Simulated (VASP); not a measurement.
# Pt in VASP: notebook

Pt is run at these levels: PBE, LDA, PBEsol; tasks: single point.

Everything below comes from runs of VASP 6.6.1. Logs are shortened: lines on timing, memory, paths and dates and some standing lists are left out, and cuts for length are marked.

**1. The cell of the first run**

The cell holds a slab with vacuum, 5 atoms: a = 2.807 Å, b = 2.807 Å, c = 24.169 Å, α = 90.00°, β = 90.00°, γ = 120.00°.

**2. Single point, PBE**

The input, INCAR:

```
  ALGO = Normal
  DIPOL = 0.5 0.5 0.500
  EDIFF = 1E-6
  ENCUT = 520
  GGA = PE
  IDIPOL = 3
  ISIF = 2
  ISMEAR = -1
  LASPH = True
  LCHARG = True
  LDIPOL = True
  LELF = True
  LREAL = False
  LVACPOTAV = True
  LVHAR = True
  LWAVE = False
  NBANDS = 33
  NELM = 100
  PREC = Accurate
  SIGMA = 0.025
```

The input, KPOINTS:

```
k-points
0
Gamma
  12 12 1
```

The input, POSCAR:

```
Pt
1.0
    2.8072933478      0.0000000000      0.0000000000
   -1.4036466739      2.4311873550      0.0000000000
    0.0000000000      0.0000000000     24.1685816804
Pt
5
Direct
    0.6666666667      0.3333333333      0.3103202372
    0.3333333333      0.6666666667      0.4051601186
    0.0000000000      0.0000000000      0.5000000000
    0.6666666667      0.3333333333      0.5948398814
    0.3333333333      0.6666666667      0.6896797628
```

Potentials or basis: VASP PAW PBE potentials, release 64 (Pt).

On the command line:

```sh
cat potpaw_PBE.64/Pt/POTCAR > POTCAR
mpirun -np 1 vasp_std > vasp.out
```

OUTCAR:

```text
EDIFF = 1E-6
   ENCUT = 520
   GGA = PE
   ISIF = 2
   ISMEAR = -1
   LASPH = True
   LREAL = False
   NELM = 100
   PREC = Accurate

 ion  position               nearest neighbor table
   1  0.667  0.333  0.310-   2 2.81   2 2.81   2 2.81
   2  0.333  0.667  0.405-   1 2.81   3 2.81   1 2.81   3 2.81   3 2.81   1 2.81
   3  0.000  0.000  0.500-   2 2.81   4 2.81   2 2.81   4 2.81   4 2.81   2 2.81
   4  0.667  0.333  0.595-   5 2.81   3 2.81   5 2.81   3 2.81   3 2.81   5 2.81
   5  0.333  0.667  0.690-   4 2.81   4 2.81   4 2.81

  LATTYP: Found a hexagonal cell.
 ALAT       =     2.8072933478
 C/A-ratio  =     8.6092113243

  Lattice vectors:

 A1 = (   2.8072933478,   0.0000000000,   0.0000000000)
 A2 = (  -1.4036466739,   2.4311873550,   0.0000000000)
 A3 = (   0.0000000000,   0.0000000000,  24.1685816804)

Analysis of symmetry for initial positions (statically):
=====================================================================
 Subroutine PRICEL returns:
 Original cell was already a primitive cell.

 Routine SETGRP: Setting up the symmetry group for a
 hexagonal supercell.

 Subroutine GETGRP returns: Found 12 space group operations
 (whereof 12 operations were pure point group operations)
 out of a pool of 24 trial point group operations.

The static configuration has the point symmetry D_3d.

Analysis of symmetry for dynamics (positions and initial velocities):
=====================================================================
 Subroutine PRICEL returns:
 Original cell was already a primitive cell.

 Routine SETGRP: Setting up the symmetry group for a
 hexagonal supercell.

 Subroutine GETGRP returns: Found 12 space group operations
 (whereof 12 operations were pure point group operations)
 out of a pool of 24 trial point group operations.

The dynamic configuration has the point symmetry D_3d.

 Subroutine INISYM returns: Found 12 space group operations
 (whereof 12 operations are pure point group operations),
 and found     1 'primitive' translations

----------------------------------------------------------------------------------------

                                     Primitive cell

  volume of cell :     164.9519

  direct lattice vectors                    reciprocal lattice vectors
     2.807293348  0.000000000  0.000000000     0.356215000  0.205660826  0.000000000
    -1.403646674  2.431187355  0.000000000     0.000000000  0.411321652  0.000000000
     0.000000000  0.000000000 24.168581680     0.000000000  0.000000000  0.041376032

  length of vectors
     2.807293348  2.807293348 24.168581680     0.411321652  0.411321652  0.041376032

  position of ions in fractional coordinates (direct lattice)
     0.666666667  0.333333333  0.310320237
     0.333333333  0.666666667  0.405160119
     0.000000000  0.000000000  0.500000000
     0.666666667  0.333333333  0.594839881
     0.333333333  0.666666667  0.689679763

  ion indices of the primitive-cell ions
   primitive index   ion index
                 1           1
                 2           2
                 3           3
                 4           4
                 5           5

----------------------------------------------------------------------------------------

 KPOINTS: k-points

Automatic generation of k-mesh.
 Grid dimensions read from file:
 generate k-points for:   12   12    1

 Generating k-lattice:

  Cartesian coordinates                     Fractional coordinates (reciprocal lattice)
     0.029684583  0.017138402  0.000000000     0.083333333 -0.000000000  0.000000000
     0.000000000  0.034276804  0.000000000     0.000000000  0.083333333  0.000000000
     0.000000000  0.000000000  0.041376032     0.000000000  0.000000000  1.000000000

  Length of vectors
     0.034276804  0.034276804  0.041376032

  Shift w.r.t. Gamma in fractional coordinates (k-lattice)
     0.000000000  0.000000000  0.000000000

 Subroutine IBZKPT returns following result:
 ===========================================

 Found     19 irreducible k-points:

 Following reciprocal coordinates:
            Coordinates               Weight
  0.000000  0.000000  0.000000      1.000000
  0.083333  0.000000  0.000000      6.000000
  0.166667  0.000000  0.000000      6.000000
  0.250000  0.000000  0.000000      6.000000
  0.333333  0.000000  0.000000      6.000000
  0.416667  0.000000  0.000000      6.000000
[... 11 lines left out ...]
  0.333333  0.250000  0.000000     12.000000
  0.333333  0.333333  0.000000      2.000000
   k-points           NKPTS =     19   k-points in BZ     NKDIM =     19   number of bands    NBANDS=     33
   number of dos      NEDOS =    301   number of ions     NIONS =      5
   total plane-waves  NPLWV = 103680
   dimension x,y,z NGX =    24 NGY =   24 NGZ =  180
   dimension x,y,z NGXF=    48 NGYF=   48 NGZF=  360
   ions per type =               5
   NGX,Y,Z   is equivalent  to a cutoff of  14.21, 14.21, 12.38 a.u.
   NGXF,Y,Z  is equivalent  to a cutoff of  28.43, 28.43, 24.76 a.u.
 SYSTEM =  unknown system
   PREC   = accura    normal or accurate (medium, high low for compatibility)
   ISTART =      0    job   : 0-new  1-cont  2-samecut
   ICHARG =      2    charge: 1-file 2-atom 10-const
   ISPIN  =      1    spin polarized calculation?
   LNONCOLLINEAR =      F non collinear calculations
   LSORBIT =      F    spin-orbit coupling
   LASPH  =      T    aspherical Exc in radial PAW
   ENCUT  =  520.0 eV  38.22 Ry    6.18 a.u.   5.22  5.22 44.94*2*pi/ulx,y,z
   NELM   =    100;   NELMIN=  2; NELMDL= -5     # of ELM steps
   EDIFF  = 0.1E-05   stopping-criterion for ELM
   LREAL  =      F    real-space projection
   EDIFFG = 0.1E-04   stopping-criterion for IOM
   NSW    =      0    number of steps for IOM
   IBRION =     -1    ionic relax: 0-MD 1-quasi-New 2-CG
   NFREE  =      0    steps in history (QN), initial steepest desc. (CG)
   ISIF   =      2    stress and relaxation
   ISYM   =      2    0-nonsym 1-usesym 2-fastsym
   POTIM  = 0.5000    time-step for ionic-motion
   TEBEG  =    0.0;   TEEND  =   0.0 temperature during run
   PSTRESS=    0.0 pullay stress
   NELECT =      50.0000    total number of electrons
   NUPDOWN=      -1.0000    fix difference up-down
   EMIN   =  10.00;   EMAX   =-10.00  energy-range for DOS
   EFERMI =   0.00;   METHOD = LEGACY
   ISMEAR =    -1;   SIGMA  =   0.03  broadening in eV -4-tet -1-fermi 0-gaus
   EFERMI_NEDOS =   21; number of points for ismear=-14 and -15
   IALGO  =     38    algorithm
   IMIX   =      4    mixing-type and parameters
     AMIX     =   0.40;   BMIX     =  1.00
     AMIX_MAG =   1.60;   BMIX_MAG =  1.00
  volume/ion in A,a.u.               =      32.99       222.63
  Fermi-wavevector in a.u.,A,eV,Ry     =   1.099712  2.078155 16.454435  1.209367
  Thomas-Fermi vector in A             =   2.236111
   LORBIT       =      0    0 simple, 1 ext, 2 COOP (PROOUT), +10 PAW based schemes
   GGA     = PE    functional components
   LHFCALC =     F    Hartree Fock is set to
   AEXX    =    0.0000 exact exchange contribution
   IVDW    =     0    specifies the selected vdW correction
   LEPSILON=     F    determine dielectric tensor
   LRPA    =     F    only Hartree local field effects (RPA)
 non-spin polarized calculation
  energy-cutoff  :      520.00
  volume of cell :      164.95
 maximum number of plane-waves:      4479
 NGX is ok and might be reduce to    24
   NGX = 11   NGY = 11   NGZ = 89

 dipolmoment           0.000000      0.000000      0.000000 electrons x Angstroem

 number of electron      49.9999995 magnetization

 dipolmoment           0.000000      0.000000     -0.000000 electrons x Angstroem

 Free energy of the ion-electron system (eV)
  ---------------------------------------------------
  ext. energy  EPLUGINS =         0.00000000
  ---------------------------------------------------
  free energy    TOTEN  =       -29.23275082 eV

  energy without entropy =      -29.21043036  energy(sigma->0) =      -29.22159059

 E-fermi :   1.9804     XC(G=0):  -7.0285

 val. band max:        1.9781446214   @ k =   0.0000   0.0000   0.0000
 cond. band min:       1.9914548464   @ k =   0.0833   0.0000   0.0000
 fundamental gap:      0.0133102250
 Fermi energy:         1.9803618811

 k-point     1 :       0.0000    0.0000    0.0000
  band No.  band energies     occupation
      1      -7.4645      2.00000
      2      -6.4969      2.00000
      3      -5.4403      2.00000
      4      -4.7889      2.00000
      5      -4.7576      2.00000
      6      -1.7529      2.00000
[... 25 lines left out ...]
     32       7.2984      0.00000
     33       7.6912      0.00000

 k-point     2 :       0.0833    0.0000    0.0000
  band No.  band energies     occupation
      1      -7.2290      2.00000
      2      -6.2676      2.00000
      3      -5.2089      2.00000
      4      -4.5709      2.00000
      5      -4.5262      2.00000
      6      -1.9305      2.00000
[... 25 lines left out ...]
     32       7.4500      0.00000
     33       7.8737      0.00000

 k-point     3 :       0.1667    0.0000    0.0000
  band No.  band energies     occupation
      1      -6.5678      2.00000
      2      -5.6446      2.00000
      3      -4.6065      2.00000
      4      -4.0179      2.00000
      5      -3.9201      2.00000
      6      -2.4322      2.00000
[... 25 lines left out ...]
     32       7.8764      0.00000
     33       8.4201      0.00000

 k-point     4 :       0.2500    0.0000    0.0000
  band No.  band energies     occupation
      1      -5.6548      2.00000
      2      -4.8822      2.00000
      3      -4.0700      2.00000
      4      -3.5978      2.00000
      5      -3.3151      2.00000
      6      -2.9958      2.00000
[... 493 lines left out ...]
     32       9.1111      0.00000
     33       9.8615      0.00000

 k-point    18 :       0.3333    0.2500    0.0000
  band No.  band energies     occupation
      1      -3.6606      2.00000
      2      -3.5865      2.00000
      3      -3.1466      2.00000
      4      -3.0829      2.00000
      5      -2.9356      2.00000
      6      -2.6069      2.00000
[... 25 lines left out ...]
     32       8.4942      0.00000
     33       9.1613      0.00000

 k-point    19 :       0.3333    0.3333    0.0000
  band No.  band energies     occupation
      1      -3.3283      2.00000
      2      -3.3026      2.00000
      3      -3.3026      2.00000
      4      -2.7989      2.00000
      5      -2.7989      2.00000
      6      -2.7021      2.00000
[... 25 lines left out ...]
     32       8.8521      0.00000
     33       8.8521      0.00000

------------------------ aborting loop because EDIFF is reached ----------------------------------------

  FORCE on cell =-STRESS in cart. coord.  units (eV):
  Direction    XX          YY          ZZ          XY          YZ          ZX
  --------------------------------------------------------------------------------------
  -------------------------------------------------------------------------------------
  Total       -4.3871038     -4.3871038     -0.4262099      0.0000000      0.0000000      0.0000000
  in kB      -42.6119198    -42.6119198     -4.1397751      0.0000000      0.0000000      0.0000000
  external PRESSURE =     -29.7878716 kB  Pullay stress =       0.0000000 kB

 VOLUME and BASIS-vectors are now :
 -----------------------------------------------------------------------------
  energy-cutoff  :      520.00
  volume of cell :      164.95
      direct lattice vectors                 reciprocal lattice vectors
     2.807293348  0.000000000  0.000000000     0.356215000  0.205660826  0.000000000
    -1.403646674  2.431187355  0.000000000     0.000000000  0.411321652  0.000000000
     0.000000000  0.000000000 24.168581680     0.000000000  0.000000000  0.041376032

 POSITION                                       TOTAL-FORCE (eV/Angst)
 -----------------------------------------------------------------------------------
      1.40365      0.81040      7.50000        -0.000000      0.000000     -0.091126
     -0.00000      1.62079      9.79215         0.000000      0.000000      0.261727
      0.00000      0.00000     12.08429        -0.000000      0.000000      0.000000
      1.40365      0.81040     14.37644        -0.000000     -0.000000     -0.261727
     -0.00000      1.62079     16.66858         0.000000     -0.000000      0.091126
 -----------------------------------------------------------------------------------
    total drift:                               -0.000000     -0.000000     -0.000000

  FREE ENERGIE OF THE ION-ELECTRON SYSTEM (eV)
  ---------------------------------------------------
  free  energy   TOTEN  =       -29.2327508202 eV

  energy  without entropy=      -29.2104303629  energy(sigma->0) =      -29.22159059

 vacuum level on the upper side and lower side of the slab         7.671         7.671
```

Wall time 1.8 min (1 thread of Intel Xeon 6975P-C (Granite Rapids), shared host); peak memory 0.32 GiB.

What came out:

| Property | Result |
| --- | --- |
| Free energy | -29.2328 eV |
| Largest force | 0.262 eV/Å |
| Band gap on the k mesh | zero (band 25 reaches 2.54 eV, above the bottom of band 26 at 1.11 eV) |

Forces in eV/Å, atoms in the order of the input:
```
Pt   0.000  0.000 -0.091
Pt   0.000  0.000  0.262
Pt   0.000  0.000  0.000
Pt   0.000  0.000 -0.262
Pt   0.000  0.000  0.091
```

Levels at points of the mesh, in eV from the Fermi level:
| k point | band 23 | band 24 | band 25 | band 26 | band 27 | band 28 |
| --- | --- | --- | --- | --- | --- | --- |
| (0.00, 0.00, 0.00) | -1.38 | -0.93 | -0.93 | -0.31 | -0.31 | -0.08 |
| (0.50, 0.00, 0.00) | 0.30 | 0.54 | 0.56 | 0.74 | 2.14 | 2.49 |

Caveat: spin-orbit coupling is left out, which moves the levels of the heavy elements.

**3. Single point, LDA**

The input, INCAR:

```
SYSTEM = Pt
  PREC = Accurate
  ENCUT = 520
  EDIFF = 1E-6
  ISMEAR = 0
  SIGMA = 0.1
  LREAL = .False.
  LASPH = .True.
  NELM = 80
  ALGO = Fast
  ISIF = 2
  LWAVE = .False.
  LCHARG = .False.
  LDIPOL = .True.
  IDIPOL = 3
  DIPOL = 0.5 0.5 0.500
  GGA = CA
  NBANDS = 33
```

The input, KPOINTS:

```
regular mesh
0
Gamma
  12 12 1
  0 0 0
```

POSCAR is that of step 2.

Potentials or basis: VASP PAW LDA potentials, release 64 (Pt).

On the command line:

```sh
cat potpaw_LDA.64/Pt/POTCAR > POTCAR
mpirun -np 1 vasp_std > vasp.out
```

It took 1.8 min on 1 thread of Intel Xeon 6975P-C (Granite Rapids), shared host; peak memory 0.27 GiB.

Results (log left out):

```
Free energy            : -35.5560 eV
Largest force          : 0.525 eV/Å
Band gap on the k mesh : zero (band 25 reaches 2.27 eV, above the bottom of band 26 at 0.85 eV)
```

Forces on the atoms (eV/Å):
```
Pt   0.000  0.000  0.525
Pt   0.000  0.000  0.245
Pt   0.000  0.000  0.000
Pt   0.000  0.000 -0.245
Pt   0.000  0.000 -0.525
```

Levels at points of the mesh, in eV from the Fermi level:
| k point | band 23 | band 24 | band 25 | band 26 | band 27 | band 28 |
| --- | --- | --- | --- | --- | --- | --- |
| (0.00, 0.00, 0.00) | -1.38 | -0.93 | -0.93 | -0.30 | -0.30 | -0.11 |
| (0.50, 0.00, 0.00) | 0.29 | 0.53 | 0.55 | 0.72 | 2.13 | 2.47 |

Caveat: spin-orbit coupling is left out, which moves the levels of the heavy elements.

(Continued in part 2 of 2.)
